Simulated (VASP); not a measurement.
# LiNbO3 (R3c) in VASP: a series of runs

LiNbO3 is run at these levels: LDA, PBE; tasks: single point.

Program: VASP 6.6.1. These are calculated values, not measurements. Logs are shortened: lines on timing, memory, paths and dates and some standing lists are left out, and cuts for length are marked.

## (1) The cell of the first run

It takes space group R3c (No. 161, trigonal). The conventional cell has a = 5.137 Å, b = 5.137 Å, c = 13.885 Å, α = 90.00°, β = 90.00°, γ = 120.00°. Within 2.7 Å of Li (site symmetry 3) lie 6 O at 2.05 to 2.24 Å. Nb (site symmetry 3) has 6 O at 1.88 to 2.14 Å within 2.5 Å. O (site symmetry 1) has 2 Nb at 1.88 to 2.14 Å and 2 Li at 2.05 to 2.24 Å within 2.5 Å.

## (2) Single point, LDA

INCAR

```
SYSTEM = LiNbO3
PREC     = Accurate       ! precision mode
ENCUT    = 520            ! plane-wave cutoff, eV
EDIFF    = 1E-6           ! SCF threshold, eV
ISMEAR   = 0              ! smearing method
SIGMA    = 0.01           ! smearing width, eV
LREAL    = .False.        ! projectors in reciprocal space
LASPH    = .True.         ! aspherical terms in the spheres
NELM     = 100            ! most SCF steps
ALGO     = Normal         ! electronic algorithm
ISIF     = 2              ! what is computed and relaxed
LWAVE    = .False.        ! write WAVECAR
LCHARG   = .False.        ! write CHGCAR
NBANDS   = 45             ! bands
```

KPOINTS

```
Automatic mesh
0
Gamma
  6 6 6
  0 0 0
```

POSCAR

```
LiNbO3
1.0
    2.5687001209      1.4830397063      4.6282193211
   -2.5687001209      1.4830397063      4.6282193211
    0.0000000000     -2.9660794126      4.6282193211
Li Nb O
2 2 6
Direct
    0.7821730187      0.7821730187      0.7821730187
    0.2821730187      0.2821730187      0.2821730187
    0.5001750950      0.5001750950      0.5001750950
    1.0001750950      1.0001750950      0.0001750950
    0.6079891826      0.2196400653      0.8620226385
    0.8620226385      0.6079891826      0.2196400653
    0.1079891826      0.3620226385      0.7196400653
    0.2196400653      0.8620226385      0.6079891826
    0.7196400653      0.1079891826      0.3620226385
    0.3620226385      0.7196400653      0.1079891826
```

Potentials or basis: VASP PAW LDA potentials, release 64 (Li_sv, Nb_sv, O).

The run is started by

```
$ cat potpaw_LDA.64/Li_sv/POTCAR potpaw_LDA.64/Nb_sv/POTCAR potpaw_LDA.64/O/POTCAR > POTCAR
$ mpirun -np 1 vasp_std > vasp.out
```

OUTCAR:

```text
SYSTEM = LiNbO3
   PREC = Accurate
   ENCUT = 520
   EDIFF = 1E-6
   ISMEAR = 0
   LREAL = .False.
   LASPH = .True.
   NELM = 100
   ISIF = 2

 ion  position               nearest neighbor table
   1  0.782  0.782  0.782-   7 2.05   9 2.05  10 2.05   5 2.24   8 2.24   6 2.24
   2  0.282  0.282  0.282-   6 2.05   5 2.05   8 2.05   9 2.24  10 2.24   7 2.24
   3  0.500  0.500  0.500-   8 1.88   5 1.88   6 1.88   9 2.14  10 2.14   7 2.14
   4  0.000  0.000  0.000-  10 1.88   9 1.88   7 1.88   5 2.14   8 2.14   6 2.14
   5  0.608  0.220  0.862-   3 1.88   2 2.05   4 2.14   1 2.24
   6  0.862  0.608  0.220-   3 1.88   2 2.05   4 2.14   1 2.24
   7  0.108  0.362  0.720-   4 1.88   1 2.05   3 2.14   2 2.24
   8  0.220  0.862  0.608-   3 1.88   2 2.05   4 2.14   1 2.24
   9  0.720  0.108  0.362-   4 1.88   1 2.05   3 2.14   2 2.24
  10  0.362  0.720  0.108-   4 1.88   1 2.05   3 2.14   2 2.24

  LATTYP: Found a trigonal (rhomboedric) cell.
 ALAT       =     5.4970938837
 COS(alpha) =     0.5632926519

  Lattice vectors:

 A1 = (   2.5687001209,   1.4830397063,   4.6282193211)
 A2 = (  -2.5687001209,   1.4830397063,   4.6282193211)
 A3 = (   0.0000000000,  -2.9660794126,   4.6282193211)

Analysis of symmetry for initial positions (statically):
=====================================================================
 Subroutine PRICEL returns:
 Original cell was already a primitive cell.

 Routine SETGRP: Setting up the symmetry group for a
 trigonal (rhombohedral) supercell.

 Subroutine GETGRP returns: Found  6 space group operations
 (whereof  3 operations were pure point group operations)
 out of a pool of 12 trial point group operations.

The static configuration has the point symmetry C_3 .
 The point group associated with its full space group is C_3v.

Analysis of symmetry for dynamics (positions and initial velocities):
=====================================================================
 Subroutine PRICEL returns:
 Original cell was already a primitive cell.

 Routine SETGRP: Setting up the symmetry group for a
 trigonal (rhombohedral) supercell.

 Subroutine GETGRP returns: Found  6 space group operations
 (whereof  3 operations were pure point group operations)
 out of a pool of 12 trial point group operations.

The dynamic configuration has the point symmetry C_3 .
 The point group associated with its full space group is C_3v.

 Subroutine INISYM returns: Found  6 space group operations
 (whereof  3 operations are pure point group operations),
 and found     1 'primitive' translations

----------------------------------------------------------------------------------------

                                     Primitive cell

  volume of cell :     105.7868

  direct lattice vectors                    reciprocal lattice vectors
     2.568700121  1.483039706  4.628219321     0.194650982  0.112381797  0.072021940
    -2.568700121  1.483039706  4.628219321    -0.194650982  0.112381797  0.072021940
     0.000000000 -2.966079413  4.628219321     0.000000000 -0.224763593  0.072021940

  length of vectors
     5.497093884  5.497093884  5.497093884     0.236020831  0.236020831  0.236020831

  position of ions in fractional coordinates (direct lattice)
     0.782173019  0.782173019  0.782173019
     0.282173019  0.282173019  0.282173019
     0.500175095  0.500175095  0.500175095
     0.000175095  0.000175095  0.000175095
     0.607989183  0.219640065  0.862022639
     0.862022639  0.607989183  0.219640065
     0.107989183  0.362022639  0.719640065
     0.219640065  0.862022639  0.607989183
     0.719640065  0.107989183  0.362022639
     0.362022639  0.719640065  0.107989183

  ion indices of the primitive-cell ions
   primitive index   ion index
                 1           1
                 2           2
                 3           3
                 4           4
                 5           5
                 6           6
                 7           7
                 8           8
                 9           9
                10          10

----------------------------------------------------------------------------------------

 KPOINTS: Automatic mesh

Automatic generation of k-mesh.
 Grid dimensions read from file:
 generate k-points for:    6    6    6

 Generating k-lattice:

  Cartesian coordinates                     Fractional coordinates (reciprocal lattice)
     0.032441830  0.018730299  0.012003657     0.166666667  0.000000000 -0.000000000
    -0.032441830  0.018730299  0.012003657     0.000000000  0.166666667 -0.000000000
     0.000000000 -0.037460599  0.012003657    -0.000000000 -0.000000000  0.166666667

  Length of vectors
     0.039336805  0.039336805  0.039336805

  Shift w.r.t. Gamma in fractional coordinates (k-lattice)
     0.000000000  0.000000000  0.000000000

 Subroutine IBZKPT returns following result:
 ===========================================

 Found     32 irreducible k-points:

 Following reciprocal coordinates:
            Coordinates               Weight
  0.000000  0.000000  0.000000      1.000000
  0.166667 -0.000000  0.000000      6.000000
  0.333333 -0.000000  0.000000      6.000000
  0.500000  0.000000  0.000000      3.000000
  0.166667  0.166667  0.000000      6.000000
  0.333333  0.166667  0.000000     12.000000
[... 16 lines left out ...]
  0.500000  0.500000  0.166667      6.000000
 -0.333333  0.500000  0.166667     12.000000
 [... further k-points ...]
   k-points           NKPTS =     32   k-points in BZ     NKDIM =     32   number of bands    NBANDS=     45
   number of dos      NEDOS =    301   number of ions     NIONS =     10
   total plane-waves  NPLWV =  74088
   dimension x,y,z NGX =    42 NGY =   42 NGZ =   42
   dimension x,y,z NGXF=    84 NGYF=   84 NGZF=   84
   ions per type =               2   2   6
   NGX,Y,Z   is equivalent  to a cutoff of  12.70, 12.70, 12.70 a.u.
   NGXF,Y,Z  is equivalent  to a cutoff of  25.40, 25.40, 25.40 a.u.
 SYSTEM =  LiNbO3
   PREC   = accura    normal or accurate (medium, high low for compatibility)
   ISTART =      0    job   : 0-new  1-cont  2-samecut
   ICHARG =      2    charge: 1-file 2-atom 10-const
   ISPIN  =      1    spin polarized calculation?
   LNONCOLLINEAR =      F non collinear calculations
   LSORBIT =      F    spin-orbit coupling
   LASPH  =      T    aspherical Exc in radial PAW
   ENCUT  =  520.0 eV  38.22 Ry    6.18 a.u.  10.22 10.22 10.22*2*pi/ulx,y,z
   NELM   =    100;   NELMIN=  2; NELMDL= -5     # of ELM steps
   EDIFF  = 0.1E-05   stopping-criterion for ELM
   LREAL  =      F    real-space projection
   EDIFFG = 0.1E-04   stopping-criterion for IOM
   NSW    =      0    number of steps for IOM
   IBRION =     -1    ionic relax: 0-MD 1-quasi-New 2-CG
   NFREE  =      0    steps in history (QN), initial steepest desc. (CG)
   ISIF   =      2    stress and relaxation
   ISYM   =      2    0-nonsym 1-usesym 2-fastsym
   POTIM  = 0.5000    time-step for ionic-motion
   TEBEG  =    0.0;   TEEND  =   0.0 temperature during run
   PSTRESS=    0.0 pullay stress
   NELECT =      68.0000    total number of electrons
   NUPDOWN=      -1.0000    fix difference up-down
   EMIN   =  10.00;   EMAX   =-10.00  energy-range for DOS
   EFERMI =   0.00;   METHOD = LEGACY
   ISMEAR =     0;   SIGMA  =   0.01  broadening in eV -4-tet -1-fermi 0-gaus
   EFERMI_NEDOS =   21; number of points for ismear=-14 and -15
   IALGO  =     38    algorithm
   IMIX   =      4    mixing-type and parameters
     AMIX     =   0.40;   BMIX     =  1.00
     AMIX_MAG =   1.60;   BMIX_MAG =  1.00
  volume/ion in A,a.u.               =      10.58        71.39
  Fermi-wavevector in a.u.,A,eV,Ry     =   1.412865  2.669928 27.159782  1.996188
  Thomas-Fermi vector in A             =   2.534570
   LORBIT       =      0    0 simple, 1 ext, 2 COOP (PROOUT), +10 PAW based schemes
   GGA     = CA    functional components
   LHFCALC =     F    Hartree Fock is set to
   AEXX    =    0.0000 exact exchange contribution
   IVDW    =     0    specifies the selected vdW correction
   LEPSILON=     F    determine dielectric tensor
   LRPA    =     F    only Hartree local field effects (RPA)
 non-spin polarized calculation
 Gauss-broadening in eV      SIGMA  =   0.01
  energy-cutoff  :      520.00
  volume of cell :      105.79
 maximum number of plane-waves:      2892
 NGX is ok and might be reduce to    42
   NGX = 21   NGY = 21   NGZ = 21

 number of electron      67.9999997 magnetization

 Free energy of the ion-electron system (eV)
  ---------------------------------------------------
  ext. energy  EPLUGINS =         0.00000000
  ---------------------------------------------------
  free energy    TOTEN  =       -87.52662770 eV

  energy without entropy =      -87.52662770  energy(sigma->0) =      -87.52662770

 E-fermi :   3.5108     XC(G=0): -11.3636

 val. band max:        3.3138254631   @ k =   0.1667   0.1667   0.1667
 cond. band min:       6.8599667933   @ k =   0.5000   0.3333   0.0000
 fundamental gap:      3.5461413302
 Fermi energy:         3.5107783642

 k-point     1 :       0.0000    0.0000    0.0000
  band No.  band energies     occupation
      1     -50.4786      2.00000
      2     -50.4627      2.00000
      3     -38.0593      2.00000
      4     -38.0562      2.00000
      5     -26.9764      2.00000
      6     -26.9764      2.00000
[... 37 lines left out ...]
     44      13.1714      0.00000
     45      13.5268      0.00000

 k-point     2 :       0.1667   -0.0000    0.0000
  band No.  band energies     occupation
      1     -50.4775      2.00000
      2     -50.4637      2.00000
      3     -38.0592      2.00000
      4     -38.0564      2.00000
      5     -26.9677      2.00000
      6     -26.9664      2.00000
[... 37 lines left out ...]
     44      13.1032      0.00000
     45      13.1447      0.00000

 k-point     3 :       0.3333   -0.0000    0.0000
  band No.  band energies     occupation
      1     -50.4746      2.00000
      2     -50.4666      2.00000
      3     -38.0587      2.00000
      4     -38.0570      2.00000
      5     -26.9423      2.00000
      6     -26.9386      2.00000
[... 997 lines left out ...]
     44      12.8030      0.00000
     45      13.4102      0.00000

 k-point    24 :      -0.3333    0.5000    0.1667
  band No.  band energies     occupation
      1     -50.4719      2.00000
      2     -50.4692      2.00000
      3     -38.0582      2.00000
      4     -38.0576      2.00000
      5     -26.9784      2.00000
      6     -26.9767      2.00000
[... 37 lines left out ...]
     44      12.7630      0.00000
     45      13.6482      0.00000

 [... further k-points ...]
[... 5 lines left out ...]
  --------------------------------------------------------------------------------------
  -------------------------------------------------------------------------------------
  Total       -3.9636588     -3.9636588     -3.9876027      0.0000000      0.0000000      0.0000000
  in kB      -60.0309862    -60.0309862    -60.3936248      0.0000000      0.0000000      0.0000000
  external PRESSURE =     -60.1518657 kB  Pullay stress =       0.0000000 kB

 VOLUME and BASIS-vectors are now :
 -----------------------------------------------------------------------------
  energy-cutoff  :      520.00
  volume of cell :      105.79
      direct lattice vectors                 reciprocal lattice vectors
     2.568700121  1.483039706  4.628219321     0.194650982  0.112381797  0.072021940
    -2.568700121  1.483039706  4.628219321    -0.194650982  0.112381797  0.072021940
     0.000000000 -2.966079413  4.628219321     0.000000000 -0.224763593  0.072021940

 POSITION                                       TOTAL-FORCE (eV/Angst)
 -----------------------------------------------------------------------------------
      0.00000      0.00000     10.86020         0.000000      0.000000      0.007200
      0.00000      0.00000      3.91788         0.000000      0.000000      0.007200
      0.00000      0.00000      6.94476         0.000000      0.000000     -0.230182
      0.00000      0.00000      0.00243         0.000000      0.000000     -0.230182
      0.99755     -1.32942      7.82008         0.085233      0.116808      0.074328
      0.65254      1.52862      7.82008        -0.143775      0.015410      0.074328
     -0.65254     -1.43746      5.50597         0.143775      0.015410      0.074328
     -1.65009     -0.19920      7.82008         0.058542     -0.132218      0.074328
      1.57115      0.15362      5.50597        -0.085233      0.116808      0.074328
     -0.91861      1.28384      5.50597        -0.058542     -0.132218      0.074328
 -----------------------------------------------------------------------------------
    total drift:                                0.000000      0.000000      0.001095

  FREE ENERGIE OF THE ION-ELECTRON SYSTEM (eV)
  ---------------------------------------------------
  free  energy   TOTEN  =       -87.5266276982 eV

  energy  without entropy=      -87.5266276982  energy(sigma->0) =      -87.52662770
```

It took 3.5 min on 1 thread of Intel Xeon Platinum 8488C (Sapphire Rapids), shared host; peak memory 0.28 GiB.

Results:

- Free energy: -87.5266 eV
- Largest force: 0.230 eV/Å
- Band gap on the k mesh: 3.55 eV, indirect (least direct gap 3.58 eV)

Forces in eV/Å, atoms in the order of the input:
```
Li   0.000  0.000  0.007
Li   0.000  0.000  0.007
Nb   0.000  0.000 -0.230
Nb   0.000  0.000 -0.230
O    0.085  0.117  0.074
O   -0.144  0.015  0.074
O    0.144  0.015  0.074
O    0.059 -0.132  0.074
O   -0.085  0.117  0.074
O   -0.059 -0.132  0.074
```

Caveat: the cutoff is under 1.25 times the usual one of these potentials, so pressure, stress and relaxed cells hold a basis-set (Pulay) error.

## (3) Single point, PBE

This run uses another cell than the first one, of 10.90 Å³/atom, 1.030 times its volume.

INCAR

```
SYSTEM = LiNbO3
PREC = Accurate
ENCUT = 520
EDIFF = 1E-6
ISMEAR = -1
SIGMA = 0.02
LREAL = .False.
LASPH = .True.
NELM = 60
ALGO = Normal
ISIF = 2
LWAVE = .False.
LCHARG = .False.
GGA = PE
NBANDS = 45
```

KPOINTS

```
regular mesh
0
Gamma
  6 6 6
  0 0 0
```

POSCAR

```
LiNbO3
1.0
    2.5951449047      1.4983076093      4.6717952338
   -2.5951449047      1.4983076093      4.6717952338
    0.0000000000     -2.9966152187      4.6717952338
Li Nb O
2 2 6
Direct
    0.7816240659      0.7816240659      0.7816240659
    0.2816240659      0.2816240659      0.2816240659
    0.5004839060      0.5004839060      0.5004839060
    1.0004839060      1.0004839060      0.0004839060
    0.6107801052      0.2211568658      0.8579550572
    0.8579550572      0.6107801052      0.2211568658
    0.1107801052      0.3579550572      0.7211568658
    0.2211568658      0.8579550572      0.6107801052
    0.7211568658      0.1107801052      0.3579550572
    0.3579550572      0.7211568658      0.1107801052
```

Potentials or basis: VASP PAW PBE potentials, release 64 (Li_sv, Nb_sv, O).

The run is started by

```
$ cat potpaw_PBE.64/Li_sv/POTCAR potpaw_PBE.64/Nb_sv/POTCAR potpaw_PBE.64/O/POTCAR > POTCAR
$ mpirun -np 1 vasp_std > vasp.out
```

Run time: 3.5 min. Hardware: 1 thread of Intel Xeon Platinum 8488C (Sapphire Rapids), shared host; peak memory 0.32 GiB.

It converged, with:

```yaml
Free_energy: -80.0422 eV
Largest_force: 0.024 eV/Å
Band_gap_on_the_k_mesh: 3.55 eV, indirect (least direct gap 3.57 eV)
```

Forces on the atoms (eV/Å):
```
Li   0.000  0.000  0.005
Li   0.000  0.000  0.005
Nb   0.000  0.000 -0.024
Nb   0.000  0.000 -0.024
O    0.003  0.004  0.006
O   -0.005  0.000  0.006
O    0.005  0.000  0.006
O    0.002 -0.004  0.006
O   -0.003  0.004  0.006
O   -0.002 -0.004  0.006
```

Levels at points of the mesh, in eV from the valence-band top:
```tsv
k point	band 30	band 31	band 32	band 33	band 34	band 35	band 36	band 37	band 38	band 39
(0.00, 0.00, 0.00)	-0.70	-0.70	-0.50	0.00	0.00	3.57	3.57	4.03	5.07	5.07
(0.50, 0.00, 0.00)	-0.44	-0.30	-0.30	-0.22	-0.22	3.83	3.83	4.63	4.63	4.84
(0.50, 0.50, 0.00)	-1.00	-0.69	-0.67	-0.50	-0.19	3.65	4.09	4.53	4.58	5.14
(0.50, 0.50, 0.50)	-0.61	-0.31	-0.31	-0.31	-0.31	4.55	4.55	4.75	4.75	4.75
```

Caveat: the cutoff is under 1.25 times the usual one of these potentials, so pressure, stress and relaxed cells hold a basis-set (Pulay) error.
